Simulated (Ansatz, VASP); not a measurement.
**One calculation of BN, two programs**

INCAR

```
PREC = Accurate ; ENCUT = 520
EDIFF = 1E-6 ; ISMEAR = 0
SIGMA = 0.05 ; LREAL = False
LASPH = True ; NELM = 80
ALGO = Normal ; ISIF = 2
LWAVE = False ; LCHARG = False
GGA = PE ; NBANDS = 16
```

KPOINTS

```
regular mesh
0
Gamma
  12 12 6
```

File POSCAR:

```
BN
1.0
    2.5545800960      0.0000000000      0.0000000000
   -1.2772900480      2.2123312591      0.0000000000
    0.0000000000      0.0000000000      4.2245145352
B N
2 2
Direct
    0.6666666667      0.3333333333      0.9998058547
    0.3333333333      0.6666666667      0.4998058547
    0.5785895692      0.3333333333      0.5719335876
    0.3333333333      0.6666666667      0.1251941453
```

Input for Ansatz:

```yaml
crystal:
  lattice:
    - [2.554580096, 0.0, 0.0]
    - [-1.277290048, 2.2123312591, 0.0]
    - [0.0, 0.0, 4.2245145352]
  atoms:
    - { symbol: B, position: [0.6666666667, 0.3333333333, 0.9998058547] }
    - { symbol: B, position: [0.3333333333, 0.6666666667, 0.4998058547] }
    - { symbol: "N", position: [0.5785895692, 0.3333333333, 0.5719335876] }
    - { symbol: "N", position: [0.3333333333, 0.6666666667, 0.1251941453] }
basis:
  ecutwfc: 420
kpoints:
  mp_grid: { grid: [12, 12, 6] }
hamiltonian:
  xc: pbe
scf:
  occupations: { method: gaussian, width: 0.05 }
output:
  forces: true
  stress: true
  eigenvalues: true
```

Alike in both runs: task single point; functional PBE; k mesh 12 × 12 × 6; occupations gaussian, width 0.05 eV; no spin polarisation.

|  | VASP | Ansatz |
| --- | --- | --- |
| version | VASP 6.6.1 | Ansatz 0.2.0 |
| potentials or method | VASP PAW PBE potentials, release 64 (B, N), cutoff 520 eV | scalar-relativistic, plane waves, PAW |
| valence electrons in the cell | 16 | 16 |

Ansatz gave:

| Item | Value |
| --- | --- |
| gap on the k mesh at the Fermi level (eV) | 4.24 |
| least direct gap on the mesh (eV) | 6.05 |
| pressure (GPa) | 19.9 |
| traceless stress, the component that is largest in VASP (GPa) | -20.06 |
| rms of the force components (eV/Å) | 4.272 |

**Question.** Estimate VASP's values.

**Answer.** gap on the k mesh at the Fermi level (eV): 4.24; least direct gap on the mesh (eV): 6.05; pressure (GPa): 20.0; traceless stress, the component that is largest in VASP (GPa): -20.16; rms of the force components (eV/Å): 4.274.

Atom by atom the forces differ by 0.008 eV/Å (rms over components). With one functional, cell and mesh, what is left measures potentials, basis and numerics.
